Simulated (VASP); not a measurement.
# CdTe (F-43m) in VASP: a series of runs, part 2 of 2

VASP 6.6.1.

### 6 Single point, r2SCAN

This run uses another cell than the first one, of 36.25 Å³/atom, 1.028 times its volume.

File POSCAR:

```
CdTe
1.0
    0.0000000000      3.3094743502      3.3094743502
    3.3094743502      0.0000000000      3.3094743502
    3.3094743502      3.3094743502      0.0000000000
Cd Te
1 1
Direct
    0.0000000000      0.0000000000      0.0000000000
    0.2500000000      0.2500000000      0.2500000000
```

File INCAR.step1:

```
ALGO = Normal ; EDIFF = 1E-4
ENCUT = 520 ; GGA = PE
ISMEAR = 0 ; LASPH = T
LCHARG = F ; LREAL = F
LWAVE = T ; NBANDS = 16
NELM = 100 ; PREC = Accurate
SIGMA = 0.05
```

File INCAR.step2:

```
ALGO = Normal ; EDIFF = 1E-6
ENCUT = 520 ; ISIF = 2
ISMEAR = 0 ; ISTART = 1
LASPH = T ; LCHARG = F
LMIXTAU = T ; LREAL = F
LWAVE = F ; METAGGA = R2SCAN
NBANDS = 16 ; NELM = 100
PREC = Accurate ; SIGMA = 0.05
```

File KPOINTS:

```
k-points
0
Gamma
  10 10 10
```

Potentials or basis: VASP PAW PBE potentials, release 64 (Cd, Te).

Command:

```
cat potpaw_PBE.64/Cd/POTCAR potpaw_PBE.64/Te/POTCAR > POTCAR
cp INCAR.step1 INCAR
mpirun -np 1 vasp_std > vasp.out
cp INCAR.step2 INCAR
mpirun -np 1 vasp_std > vasp.out
```

OUTCAR:

```text
EDIFF = 1E-6
   ENCUT = 520
   ISIF = 2
   ISMEAR = 0
   ISTART = 1
   LASPH = T
   LREAL = F
   METAGGA = R2SCAN
   NELM = 100
   PREC = Accurate

 ion  position               nearest neighbor table
   1  0.000  0.000  0.000-   2 2.87   2 2.87   2 2.87   2 2.87
   2  0.250  0.250  0.250-   1 2.87   1 2.87   1 2.87   1 2.87

  LATTYP: Found a face centered cubic cell.
 ALAT       =     6.6189487004

  Lattice vectors:

 A1 = (   0.0000000000,   3.3094743502,   3.3094743502)
 A2 = (   3.3094743502,   0.0000000000,   3.3094743502)
 A3 = (   3.3094743502,   3.3094743502,   0.0000000000)

Analysis of symmetry for initial positions (statically):
=====================================================================
 Subroutine PRICEL returns:
 Original cell was already a primitive cell.

 Routine SETGRP: Setting up the symmetry group for a
 face centered cubic supercell.

 Subroutine GETGRP returns: Found 24 space group operations
 (whereof 24 operations were pure point group operations)
 out of a pool of 48 trial point group operations.

The static configuration has the point symmetry T_d .

Analysis of symmetry for dynamics (positions and initial velocities):
=====================================================================
 Subroutine PRICEL returns:
 Original cell was already a primitive cell.

 Routine SETGRP: Setting up the symmetry group for a
 face centered cubic supercell.

 Subroutine GETGRP returns: Found 24 space group operations
 (whereof 24 operations were pure point group operations)
 out of a pool of 48 trial point group operations.

The dynamic configuration has the point symmetry T_d .

 Subroutine INISYM returns: Found 24 space group operations
 (whereof 24 operations are pure point group operations),
 and found     1 'primitive' translations

----------------------------------------------------------------------------------------

                                     Primitive cell

  volume of cell :      72.4948

  direct lattice vectors                    reciprocal lattice vectors
     0.000000000  3.309474350  3.309474350    -0.151081395  0.151081395  0.151081395
     3.309474350  0.000000000  3.309474350     0.151081395 -0.151081395  0.151081395
     3.309474350  3.309474350  0.000000000     0.151081395  0.151081395 -0.151081395

  length of vectors
     4.680303510  4.680303510  4.680303510     0.261680651  0.261680651  0.261680651

  position of ions in fractional coordinates (direct lattice)
     0.000000000  0.000000000  0.000000000
     0.250000000  0.250000000  0.250000000

  ion indices of the primitive-cell ions
   primitive index   ion index
                 1           1
                 2           2

----------------------------------------------------------------------------------------

 KPOINTS: k-points

Automatic generation of k-mesh.
 Grid dimensions read from file:
 generate k-points for:   10   10   10

 Generating k-lattice:

  Cartesian coordinates                     Fractional coordinates (reciprocal lattice)
    -0.015108139  0.015108139  0.015108139     0.100000000  0.000000000  0.000000000
     0.015108139 -0.015108139  0.015108139     0.000000000  0.100000000  0.000000000
     0.015108139  0.015108139 -0.015108139     0.000000000  0.000000000  0.100000000

  Length of vectors
     0.026168065  0.026168065  0.026168065

  Shift w.r.t. Gamma in fractional coordinates (k-lattice)
     0.000000000  0.000000000  0.000000000

 Subroutine IBZKPT returns following result:
 ===========================================

 Found     47 irreducible k-points:

 Following reciprocal coordinates:
            Coordinates               Weight
  0.000000  0.000000  0.000000      1.000000
  0.100000  0.000000  0.000000      8.000000
  0.200000  0.000000  0.000000      8.000000
  0.300000  0.000000  0.000000      8.000000
  0.400000  0.000000  0.000000      8.000000
  0.500000  0.000000  0.000000      4.000000
[... 16 lines left out ...]
  0.300000  0.300000  0.000000      6.000000
  0.400000  0.300000  0.000000     24.000000
 [... further k-points ...]
   k-points           NKPTS =     47   k-points in BZ     NKDIM =     47   number of bands    NBANDS=     16
   number of dos      NEDOS =    301   number of ions     NIONS =      2
   total plane-waves  NPLWV =  46656
   dimension x,y,z NGX =    36 NGY =   36 NGZ =   36
   dimension x,y,z NGXF=    72 NGYF=   72 NGZF=   72
   ions per type =               1   1
   NGX,Y,Z   is equivalent  to a cutoff of  12.79, 12.79, 12.79 a.u.
   NGXF,Y,Z  is equivalent  to a cutoff of  25.57, 25.57, 25.57 a.u.
 SYSTEM =  unknown system
   PREC   = accura    normal or accurate (medium, high low for compatibility)
   ISTART =      1    job   : 0-new  1-cont  2-samecut
   ICHARG =      0    charge: 1-file 2-atom 10-const
   ISPIN  =      1    spin polarized calculation?
   LNONCOLLINEAR =      F non collinear calculations
   LSORBIT =      F    spin-orbit coupling
   LASPH  =      T    aspherical Exc in radial PAW
   ENCUT  =  520.0 eV  38.22 Ry    6.18 a.u.   8.70  8.70  8.70*2*pi/ulx,y,z
   NELM   =    100;   NELMIN=  2; NELMDL=  0     # of ELM steps
   EDIFF  = 0.1E-05   stopping-criterion for ELM
   LREAL  =      F    real-space projection
   EDIFFG = 0.1E-04   stopping-criterion for IOM
   NSW    =      0    number of steps for IOM
   IBRION =     -1    ionic relax: 0-MD 1-quasi-New 2-CG
   NFREE  =      0    steps in history (QN), initial steepest desc. (CG)
   ISIF   =      2    stress and relaxation
   ISYM   =      2    0-nonsym 1-usesym 2-fastsym
   POTIM  = 0.5000    time-step for ionic-motion
   TEBEG  =    0.0;   TEEND  =   0.0 temperature during run
   PSTRESS=    0.0 pullay stress
   NELECT =      18.0000    total number of electrons
   NUPDOWN=      -1.0000    fix difference up-down
   EMIN   =  10.00;   EMAX   =-10.00  energy-range for DOS
   EFERMI =   0.00;   METHOD = LEGACY
   ISMEAR =     0;   SIGMA  =   0.05  broadening in eV -4-tet -1-fermi 0-gaus
   EFERMI_NEDOS =   21; number of points for ismear=-14 and -15
   IALGO  =     38    algorithm
   IMIX   =      4    mixing-type and parameters
     AMIX     =   0.40;   BMIX     =  1.00
     AMIX_MAG =   1.60;   BMIX_MAG =  1.00
  volume/ion in A,a.u.               =      36.25       244.61
  Fermi-wavevector in a.u.,A,eV,Ry     =   1.028956  1.944444 14.405164  1.058750
  Thomas-Fermi vector in A             =   2.162979
   LORBIT       =      0    0 simple, 1 ext, 2 COOP (PROOUT), +10 PAW based schemes
   METAGGA = R2SCAN    functional components
   LHFCALC =     F    Hartree Fock is set to
   AEXX    =    0.0000 exact exchange contribution
   IVDW    =     0    specifies the selected vdW correction
   LEPSILON=     F    determine dielectric tensor
   LRPA    =     F    only Hartree local field effects (RPA)
 non-spin polarized calculation
 Gauss-broadening in eV      SIGMA  =   0.05
  energy-cutoff  :      520.00
  volume of cell :       72.49
 maximum number of plane-waves:      1980
   NGX = 17   NGY = 17   NGZ = 17

 number of electron      18.0000006 magnetization

 Free energy of the ion-electron system (eV)
  ---------------------------------------------------
  ext. energy  EPLUGINS =         0.00000000
  ---------------------------------------------------
  free energy    TOTEN  =       -46.64016071 eV

  energy without entropy =      -46.64016071  energy(sigma->0) =      -46.64016071

 E-fermi :   1.7691     XC(G=0):  -8.8138

 val. band max:        1.5435953340   @ k =   0.0000   0.0000   0.0000
 cond. band min:       2.6119473485   @ k =   0.0000   0.0000   0.0000
 fundamental gap:      1.0683520145
 Fermi energy:         1.7691056828

 k-point     1 :       0.0000    0.0000    0.0000
  band No.  band energies     occupation
      1      -9.6283      2.00000
      2      -6.8217      2.00000
      3      -6.8217      2.00000
      4      -6.8217      2.00000
      5      -6.5846      2.00000
      6      -6.5846      2.00000
[... 8 lines left out ...]
     15      11.2633      0.00000
     16      11.2633      0.00000
[... 419 lines left out ...]
 k-point    24 :       0.4000    0.3000    0.0000
  band No.  band energies     occupation
      1      -9.2567      2.00000
      2      -6.7195      2.00000
      3      -6.7137      2.00000
      4      -6.6459      2.00000
      5      -6.5645      2.00000
      6      -6.3312      2.00000
[... 8 lines left out ...]
     15      12.4518      0.00000
     16      13.5171      0.00000

 [... further k-points ...]

------------------------ aborting loop because EDIFF is reached ----------------------------------------

  FORCE on cell =-STRESS in cart. coord.  units (eV):
  Direction    XX          YY          ZZ          XY          YZ          ZX
  --------------------------------------------------------------------------------------
  -------------------------------------------------------------------------------------
  Total       -0.4320751     -0.4320751     -0.4320751     -0.0000000     -0.0000000     -0.0000000
  in kB       -9.5491061     -9.5491061     -9.5491061     -0.0000000     -0.0000000     -0.0000000
  external PRESSURE =      -9.5491061 kB  Pullay stress =       0.0000000 kB

 VOLUME and BASIS-vectors are now :
 -----------------------------------------------------------------------------
  energy-cutoff  :      520.00
  volume of cell :       72.49
      direct lattice vectors                 reciprocal lattice vectors
     0.000000000  3.309474350  3.309474350    -0.151081395  0.151081395  0.151081395
     3.309474350  0.000000000  3.309474350     0.151081395 -0.151081395  0.151081395
     3.309474350  3.309474350  0.000000000     0.151081395  0.151081395 -0.151081395

 POSITION                                       TOTAL-FORCE (eV/Angst)
 -----------------------------------------------------------------------------------
      0.00000      0.00000      0.00000        -0.000000     -0.000000     -0.000000
      1.65474      1.65474      1.65474         0.000000      0.000000      0.000000
 -----------------------------------------------------------------------------------
    total drift:                               -0.000001     -0.000001     -0.000001

  FREE ENERGIE OF THE ION-ELECTRON SYSTEM (eV)
  ---------------------------------------------------
  free  energy   TOTEN  =       -46.6401607116 eV

  energy  without entropy=      -46.6401607116  energy(sigma->0) =      -46.64016071
```

OSZICAR.step1:

```text
N       E                     dE             d eps       ncg     rms          rms(c)
DAV:   1     0.981995450633E+02    0.98200E+02   -0.81831E+03  1512   0.959E+02
DAV:   2    -0.143239032964E+01   -0.99632E+02   -0.94811E+02  1800   0.232E+02
DAV:   3    -0.501320170974E+01   -0.35808E+01   -0.35752E+01  1832   0.458E+01
DAV:   4    -0.504701436403E+01   -0.33813E-01   -0.33811E-01  2256   0.385E+00
DAV:   5    -0.504711525810E+01   -0.10089E-03   -0.10089E-03  1968   0.189E-01    0.493E+00
DAV:   6    -0.482624599924E+01    0.22087E+00   -0.37694E-01  1760   0.697E+00    0.414E+00
DAV:   7    -0.481140400449E+01    0.14842E-01   -0.10151E-01  1760   0.202E+00    0.163E+00
DAV:   8    -0.481235922368E+01   -0.95522E-03   -0.97195E-03  1688   0.110E+00    0.439E-01
DAV:   9    -0.481271036947E+01   -0.35115E-03   -0.98349E-04  1840   0.312E-01    0.938E-02
DAV:  10    -0.481276254641E+01   -0.52177E-04   -0.99671E-05  1568   0.101E-01
   1 F= -.48127625E+01 E0= -.48127625E+01  d E =-.500048E-16
```

Run time: 4.4 min. Hardware: 1 thread of AMD EPYC 7R43 (Zen 3), shared host; peak memory 0.21 GiB.

Results:

```yaml
Free_energy: -46.6402 eV
Pressure: -1.0 GPa
Band_gap_on_the_k_mesh: 1.07 eV, direct
```

Levels at points of the mesh, in eV from the valence-band top:
```tsv
k point	band 7	band 8	band 9	band 10	band 11	band 12
(0.00, 0.00, 0.00)	0.00	0.00	0.00	1.07	5.07	5.07
(0.50, 0.00, 0.00)	-4.14	-0.70	-0.70	2.16	5.61	5.61
(0.50, 0.50, 0.00)	-4.04	-1.70	-1.70	2.99	3.01	9.10
```

Caveat: the PAW data sets were made with another functional, which shifts forces and pressure a little; spin-orbit coupling is left out, which moves the levels of the heavy elements.

### 7 Overview

| level | cell | smearing | gap on the mesh (eV) | pressure (GPa) |
| --- | --- | --- | --- | --- |
| r2SCAN | a = 4.637 Å, angles 60.0°, 2 atoms | gaussian 0.05 eV | 1.16 | 0.1 |
| r2SCAN+D4 | a = 4.637 Å, angles 60.0°, 2 atoms | fermi-dirac 0.025 eV | 1.16 | -0.4 |
| r2SCAN | a = 4.669 Å, angles 60.0°, 2 atoms | gaussian 0.05 eV | 1.09 | -0.7 |
| r2SCAN | a = 4.668 Å, angles 60.0°, 2 atoms | gaussian 0.05 eV | 1.09 | -0.7 |
| r2SCAN | a = 4.680 Å, angles 60.0°, 2 atoms | gaussian 0.05 eV | 1.07 | -1.0 |

Alike in all rows: task single point; potentials or basis VASP PAW PBE potentials, release 64 (Cd, Te); no spin polarisation; k mesh 10 × 10 × 10; cutoff (eV) 520.

Caveats: the PAW data sets were made with another functional, which shifts forces and pressure a little; spin-orbit coupling is left out, which moves the levels of the heavy elements.

Absolute energies hang on the potentials; compare differences alone.
